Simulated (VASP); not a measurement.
# InSe in VASP: notebook

Runs on InSe. Level: PBE+D3(BJ). Tasks: single point.

The COD entry that gives the cell may itself be a prediction, so a difference from it is no test against experiment.

Everything below comes from runs of VASP 6.6.1. Logs are shortened: lines on timing, memory, paths and dates and some standing lists are left out, and cuts for length are marked.

## Step 1: The cell of the first run

The cell holds a slab with vacuum, 8 atoms: a = 4.027 Å, b = 4.027 Å, c = 28.271 Å, α = 90.00°, β = 90.00°, γ = 120.00°.

## Step 2: Single point, PBE+D3(BJ)

Contents of INCAR:

```
ALGO = Normal
DIPOL = 0.5 0.5 0.412
EDIFF = 1E-7
ENCUT = 520
GGA = PE
IDIPOL = 3
ISIF = 2
ISMEAR = 0
IVDW = 12
LASPH = T
LCHARG = F
LDIPOL = T
LREAL = F
LWAVE = F
NBANDS = 48
NELM = 100
PREC = Accurate
SIGMA = 0.05
```

Contents of KPOINTS:

```
k-points
0
Gamma
  9 9 1
```

Contents of POSCAR:

```
InSe
1.0
    4.0266104108      0.0000000000      0.0000000000
   -2.0133052054      3.4871469069      0.0000000000
    0.0000000000      0.0000000000     28.2707105452
Se In
4 4
Direct
    0.0000000000      0.0000000000      0.1591753413
    0.0000000000      0.0000000000      0.3496677332
    0.1111111111      0.2222222222      0.4738244994
    0.1111111111      0.2222222222      0.6643168913
    0.6666666667      0.3333333333      0.2049979888
    0.6666666667      0.3333333333      0.3038451603
   -0.5555555556     -0.1111111111      0.5196471469
   -0.5555555556     -0.1111111111      0.6184943184
```

Potentials or basis: VASP PAW PBE potentials, release 64 (Se, In_d).

The run is started by

```
> cat potpaw_PBE.64/Se/POTCAR potpaw_PBE.64/In_d/POTCAR > POTCAR
> mpirun -np 1 vasp_std > vasp.out
```

OUTCAR:

```text
EDIFF = 1E-7
   ENCUT = 520
   GGA = PE
   ISIF = 2
   ISMEAR = 0
   IVDW = 12
   LASPH = T
   LREAL = F
   NELM = 100
   PREC = Accurate
 IVDW          = 12

 ion  position               nearest neighbor table
   1  0.000  0.000  0.159-   5 2.66   5 2.66   5 2.66
   2  0.000  0.000  0.350-   6 2.66   6 2.66   6 2.66
   3  0.111  0.222  0.474-   7 2.66   7 2.66   7 2.66
   4  0.111  0.222  0.664-   8 2.66   8 2.66   8 2.66
   5  0.667  0.333  0.205-   1 2.66   1 2.66   1 2.66   6 2.79
   6  0.667  0.333  0.304-   2 2.66   2 2.66   2 2.66   5 2.79
   7  0.444  0.889  0.520-   3 2.66   3 2.66   3 2.66   8 2.79
   8  0.444  0.889  0.618-   4 2.66   4 2.66   4 2.66   7 2.79

  LATTYP: Found a hexagonal cell.
 ALAT       =     4.0266104108
 C/A-ratio  =     7.0209699129

  Lattice vectors:

 A1 = (   4.0266104108,   0.0000000000,   0.0000000000)
 A2 = (  -2.0133052054,   3.4871469069,   0.0000000000)
 A3 = (   0.0000000000,   0.0000000000,  28.2707105452)

Analysis of symmetry for initial positions (statically):
=====================================================================
 Subroutine PRICEL returns:
 Original cell was already a primitive cell.

 Routine SETGRP: Setting up the symmetry group for a
 hexagonal supercell.

 Subroutine GETGRP returns: Found  4 space group operations
 (whereof  2 operations were pure point group operations)
 out of a pool of 24 trial point group operations.

The static configuration has the point symmetry C_1h.
 The point group associated with its full space group is C_2h.

Analysis of symmetry for dynamics (positions and initial velocities):
=====================================================================
 Subroutine PRICEL returns:
 Original cell was already a primitive cell.

 Routine SETGRP: Setting up the symmetry group for a
 hexagonal supercell.

 Subroutine GETGRP returns: Found  4 space group operations
 (whereof  2 operations were pure point group operations)
 out of a pool of 24 trial point group operations.

The dynamic configuration has the point symmetry C_1h.
 The point group associated with its full space group is C_2h.

 Subroutine INISYM returns: Found  4 space group operations
 (whereof  2 operations are pure point group operations),
 and found     1 'primitive' translations

----------------------------------------------------------------------------------------

                                     Primitive cell

  volume of cell :     396.9598

  direct lattice vectors                    reciprocal lattice vectors
     4.026610411  0.000000000  0.000000000     0.248347840  0.143383693  0.000000000
    -2.013305205  3.487146907  0.000000000     0.000000000  0.286767385  0.000000000
     0.000000000  0.000000000 28.270710545     0.000000000  0.000000000  0.035372298

  length of vectors
     4.026610411  4.026610411 28.270710545     0.286767385  0.286767385  0.035372298

  position of ions in fractional coordinates (direct lattice)
     0.000000000  0.000000000  0.159175341
     0.000000000  0.000000000  0.349667733
     0.111111111  0.222222222  0.473824499
     0.111111111  0.222222222  0.664316891
     0.666666667  0.333333333  0.204997989
     0.666666667  0.333333333  0.303845160
     0.444444444  0.888888889  0.519647147
     0.444444444  0.888888889  0.618494318

  ion indices of the primitive-cell ions
   primitive index   ion index
                 1           1
                 2           2
                 3           3
                 4           4
                 5           5
                 6           6
                 7           7
                 8           8

----------------------------------------------------------------------------------------

 KPOINTS: k-points

Automatic generation of k-mesh.
 Grid dimensions read from file:
 generate k-points for:    9    9    1

 Generating k-lattice:

  Cartesian coordinates                     Fractional coordinates (reciprocal lattice)
     0.027594204  0.015931521  0.000000000     0.111111111 -0.000000000  0.000000000
     0.000000000  0.031863043  0.000000000     0.000000000  0.111111111  0.000000000
     0.000000000  0.000000000  0.035372298     0.000000000  0.000000000  1.000000000

  Length of vectors
     0.031863043  0.031863043  0.035372298

  Shift w.r.t. Gamma in fractional coordinates (k-lattice)
     0.000000000  0.000000000  0.000000000

 Subroutine IBZKPT returns following result:
 ===========================================

 Found     25 irreducible k-points:

 Following reciprocal coordinates:
            Coordinates               Weight
  0.000000  0.000000  0.000000      1.000000
  0.111111  0.000000  0.000000      4.000000
  0.000000  0.111111  0.000000      2.000000
  0.222222 -0.000000  0.000000      4.000000
  0.000000  0.222222  0.000000      2.000000
  0.333333  0.000000  0.000000      4.000000
[... 16 lines left out ...]
 -0.222222 -0.444444  0.000000      4.000000
  0.444444  0.333333  0.000000      4.000000
   k-points           NKPTS =     25   k-points in BZ     NKDIM =     25   number of bands    NBANDS=     48
   number of dos      NEDOS =    301   number of ions     NIONS =      8
   total plane-waves  NPLWV = 189000
   dimension x,y,z NGX =    30 NGY =   30 NGZ =  210
   dimension x,y,z NGXF=    60 NGYF=   60 NGZF=  420
   ions per type =               4   4
   NGX,Y,Z   is equivalent  to a cutoff of  12.39, 12.39, 12.35 a.u.
   NGXF,Y,Z  is equivalent  to a cutoff of  24.77, 24.77, 24.70 a.u.
 SYSTEM =  unknown system
   PREC   = accura    normal or accurate (medium, high low for compatibility)
   ISTART =      0    job   : 0-new  1-cont  2-samecut
   ICHARG =      2    charge: 1-file 2-atom 10-const
   ISPIN  =      1    spin polarized calculation?
   LNONCOLLINEAR =      F non collinear calculations
   LSORBIT =      F    spin-orbit coupling
   LASPH  =      T    aspherical Exc in radial PAW
   ENCUT  =  520.0 eV  38.22 Ry    6.18 a.u.   7.49  7.49 52.56*2*pi/ulx,y,z
   NELM   =    100;   NELMIN=  2; NELMDL= -5     # of ELM steps
   EDIFF  = 0.1E-06   stopping-criterion for ELM
   LREAL  =      F    real-space projection
   EDIFFG = 0.1E-05   stopping-criterion for IOM
   NSW    =      0    number of steps for IOM
   IBRION =     -1    ionic relax: 0-MD 1-quasi-New 2-CG
   NFREE  =      0    steps in history (QN), initial steepest desc. (CG)
   ISIF   =      2    stress and relaxation
   ISYM   =      2    0-nonsym 1-usesym 2-fastsym
   POTIM  = 0.5000    time-step for ionic-motion
   TEBEG  =    0.0;   TEEND  =   0.0 temperature during run
   PSTRESS=    0.0 pullay stress
   NELECT =      76.0000    total number of electrons
   NUPDOWN=      -1.0000    fix difference up-down
   EMIN   =  10.00;   EMAX   =-10.00  energy-range for DOS
   EFERMI =   0.00;   METHOD = LEGACY
   ISMEAR =     0;   SIGMA  =   0.05  broadening in eV -4-tet -1-fermi 0-gaus
   EFERMI_NEDOS =   21; number of points for ismear=-14 and -15
   IALGO  =     38    algorithm
   IMIX   =      4    mixing-type and parameters
     AMIX     =   0.40;   BMIX     =  1.00
     AMIX_MAG =   1.60;   BMIX_MAG =  1.00
  volume/ion in A,a.u.               =      49.62       334.85
  Fermi-wavevector in a.u.,A,eV,Ry     =   0.943548  1.783047 12.113024  0.890282
  Thomas-Fermi vector in A             =   2.071266
   LORBIT       =      0    0 simple, 1 ext, 2 COOP (PROOUT), +10 PAW based schemes
   GGA     = PE    functional components
   LHFCALC =     F    Hartree Fock is set to
   AEXX    =    0.0000 exact exchange contribution
   IVDW    =    12    specifies the selected vdW correction
   LEPSILON=     F    determine dielectric tensor
   LRPA    =     F    only Hartree local field effects (RPA)
 non-spin polarized calculation
 Gauss-broadening in eV      SIGMA  =   0.05
  energy-cutoff  :      520.00
  volume of cell :      396.96
 maximum number of plane-waves:     10749
 NGX is ok and might be reduce to    30
   NGX = 15   NGY = 15   NGZ =105

 dipolmoment           0.000000      0.000000      0.000004 electrons x Angstroem

 number of electron      75.9999999 magnetization

 dipolmoment           0.000000      0.000000     -0.000024 electrons x Angstroem

 Free energy of the ion-electron system (eV)
  ---------------------------------------------------
  ext. energy  EPLUGINS =         0.00000000
  ---------------------------------------------------
  free energy    TOTEN  =       -28.36349436 eV

  energy without entropy =      -28.36349436  energy(sigma->0) =      -28.36349436

 E-fermi :   0.0806     XC(G=0):  -5.6728

 val. band max:       -0.1857395913   @ k =   0.1111   0.0000   0.0000
 cond. band min:       0.9477213810   @ k =   0.0000   0.0000   0.0000
 fundamental gap:      1.1334609724
 Fermi energy:         0.0805673959

 k-point     1 :       0.0000    0.0000    0.0000
  band No.  band energies     occupation
      1     -14.5147      2.00000
      2     -14.5145      2.00000
      3     -14.3319      2.00000
      4     -14.3317      2.00000
      5     -14.3310      2.00000
      6     -14.3309      2.00000
[... 40 lines left out ...]
     47       5.0398      0.00000
     48       5.2215      0.00000

 k-point     2 :       0.1111    0.0000    0.0000
  band No.  band energies     occupation
      1     -14.5143      2.00000
      2     -14.5138      2.00000
      3     -14.3726      2.00000
      4     -14.3707      2.00000
      5     -14.3294      2.00000
      6     -14.3293      2.00000
[... 40 lines left out ...]
     47       5.1043      0.00000
     48       5.1897      0.00000

 k-point     3 :       0.0000    0.1111    0.0000
  band No.  band energies     occupation
      1     -14.5142      2.00000
      2     -14.5138      2.00000
      3     -14.3719      2.00000
      4     -14.3701      2.00000
      5     -14.3301      2.00000
      6     -14.3299      2.00000
[... 40 lines left out ...]
     47       5.1040      0.00000
     48       5.1824      0.00000

 k-point     4 :       0.2222   -0.0000    0.0000
  band No.  band energies     occupation
      1     -14.5282      2.00000
      2     -14.5257      2.00000
      3     -14.4414      2.00000
      4     -14.4384      2.00000
      5     -14.3865      2.00000
      6     -14.3830      2.00000
[... 958 lines left out ...]
     47       5.2542      0.00000
     48       5.3498      0.00000

 k-point    23 :      -0.2222   -0.4444    0.0000
  band No.  band energies     occupation
      1     -14.6238      2.00000
      2     -14.6175      2.00000
      3     -14.5227      2.00000
      4     -14.5182      2.00000
      5     -14.4577      2.00000
      6     -14.4575      2.00000
[... 40 lines left out ...]
     47       5.2906      0.00000
     48       5.3161      0.00000

 k-point    24 :       0.4444    0.3333    0.0000
  band No.  band energies     occupation
      1     -14.6244      2.00000
      2     -14.6176      2.00000
      3     -14.5230      2.00000
      4     -14.5182      2.00000
      5     -14.4577      2.00000
      6     -14.4575      2.00000
[... 40 lines left out ...]
     47       5.2916      0.00000
     48       5.3042      0.00000

 [... further k-points ...]

------------------------ aborting loop because EDIFF is reached ----------------------------------------

 vacuum level on the upper side and lower side of the slab       (xc-potential included)        -0.068        -0.068

 Edisp (eV)   -1.99246

 E8    (eV) :    -0.9337

  FORCE on cell =-STRESS in cart. coord.  units (eV):
  Direction    XX          YY          ZZ          XY          YZ          ZX
  --------------------------------------------------------------------------------------
  -------------------------------------------------------------------------------------
  Total      -0.06238    -0.03390     0.10828     0.00000     0.19158     0.00000
  in kB      -0.25179    -0.13681     0.43704     0.00000     0.77324     0.00000
  external pressure =        0.02 kB  Pullay stress =        0.00 kB

 VOLUME and BASIS-vectors are now :
 -----------------------------------------------------------------------------
  energy-cutoff  :      520.00
  volume of cell :      396.96
      direct lattice vectors                 reciprocal lattice vectors
     4.026610411  0.000000000  0.000000000     0.248347840  0.143383693  0.000000000
    -2.013305205  3.487146907  0.000000000     0.000000000  0.286767385  0.000000000
     0.000000000  0.000000000 28.270710545     0.000000000  0.000000000  0.035372298

 POSITION                                       TOTAL-FORCE (eV/Angst)
 -----------------------------------------------------------------------------------
      0.00000      0.00000      4.50000        -0.000000     -0.001510     -0.011289
      0.00000      0.00000      9.88536         0.000000     -0.047667     -0.012764
      0.00000      0.77492     13.39536         0.000000      0.047667      0.012764
      0.00000      0.77492     18.78071         0.000000      0.001510      0.011289
      2.01331      1.16238      5.79544        -0.000000     -0.004000      0.010686
      2.01331      1.16238      8.58992         0.000000      0.006818     -0.014869
     -0.00000      3.09969     14.69079         0.000000     -0.006818      0.014869
     -0.00000      3.09969     17.48527         0.000000      0.004000     -0.010686
 -----------------------------------------------------------------------------------
    total drift:                                0.000000     -0.000000     -0.003085

  FREE ENERGIE OF THE ION-ELECTRON SYSTEM (eV)
  ---------------------------------------------------
  free  energy   TOTEN  =       -30.3559502624 eV

  energy  without entropy=      -30.3559502624  energy(sigma->0) =      -30.35595026

 vacuum level on the upper side and lower side of the slab         5.438         5.438
```

It took 9.1 min on 1 thread of AMD EPYC 7R13 (Zen 3), shared host; peak memory 0.62 GiB.

What came out:

```yaml
Free_energy: -30.3560 eV
Largest_force: 0.049 eV/Å
Band_gap_on_the_k_mesh: 1.13 eV, indirect (least direct gap 1.19 eV)
Dispersion_energy_per_atom: -0.249 eV
```

Forces on the atoms (eV/Å):
```
Se   0.000 -0.002 -0.011
Se   0.000 -0.048 -0.013
Se   0.000  0.048  0.013
Se   0.000  0.002  0.011
In   0.000 -0.004  0.011
In   0.000  0.007 -0.015
In   0.000 -0.007  0.015
In   0.000  0.004 -0.011
```

Caveat: spin-orbit coupling is left out, which moves the levels of the heavy elements.

## Step 3: Single point, PBE+D3(BJ)

Contents of INCAR:

```
SYSTEM = InSe
PREC = Accurate
ENCUT = 520
EDIFF = 1E-7
ISMEAR = 0
SIGMA = 0.05
LREAL = .FALSE.
LASPH = .TRUE.
NELM = 100
ALGO = Normal
ISIF = 2
LWAVE = .FALSE.
LCHARG = .FALSE.
LDIPOL = .TRUE.
IDIPOL = 3
DIPOL = 0.5 0.5 0.412
GGA = PE
IVDW = 12
NBANDS = 48
```

Contents of KPOINTS:

```
Automatic mesh
0
G
  9 9 1
  0 0 0
```

Contents of POSCAR:

```
InSe
1.0
    4.0266104108      0.0000000000      0.0000000000
   -2.0133052054      3.4871469069      0.0000000000
    0.0000000000      0.0000000000     28.2707105452
Se In
4 4
Direct
    0.0000000000      0.0000000000      0.1591753413
    0.0000000000      0.0000000000      0.3496677332
    0.4444444444      0.8888888889      0.4738244994
    0.4444444444      0.8888888889      0.6643168913
    0.6666666667      0.3333333333      0.2049979888
    0.6666666667      0.3333333333      0.3038451603
   -0.2222222222      0.5555555556      0.5196471469
   -0.2222222222      0.5555555556      0.6184943184
```

Potentials or basis: VASP PAW PBE potentials, release 64 (Se, In_d).

The run is started by

```
> cat potpaw_PBE.64/Se/POTCAR potpaw_PBE.64/In_d/POTCAR > POTCAR
> mpirun -np 1 vasp_std > vasp.out
```

It took 17 min on 1 thread of Intel Xeon Platinum 8259CL at 2.50GHz (Skylake/Cascade Lake), shared host; peak memory 0.66 GiB.

Results (log left out):

```yaml
Free_energy: -30.3961 eV
Largest_force: 0.072 eV/Å
Band_gap_on_the_k_mesh: 1.21 eV, indirect (least direct gap 1.25 eV)
Dispersion_energy_per_atom: -0.249 eV
```

Forces in eV/Å, atoms in the order of the input:
```
Se   0.000  0.000 -0.012
Se   0.000  0.010  0.071
Se   0.000 -0.010 -0.071
Se   0.000  0.000  0.012
In   0.000  0.001  0.014
In   0.000 -0.006  0.023
In   0.000  0.006 -0.023
In   0.000 -0.001 -0.014
```

Levels at points of the mesh, in eV from the valence-band top:
```
           k point  band 36  band 37  band 38  band 39  band 40  band 41
(0.00, 0.00, 0.00)    -0.59    -0.58    -0.04     1.21     1.69     2.58
```

Caveat: spin-orbit coupling is left out, which moves the levels of the heavy elements.
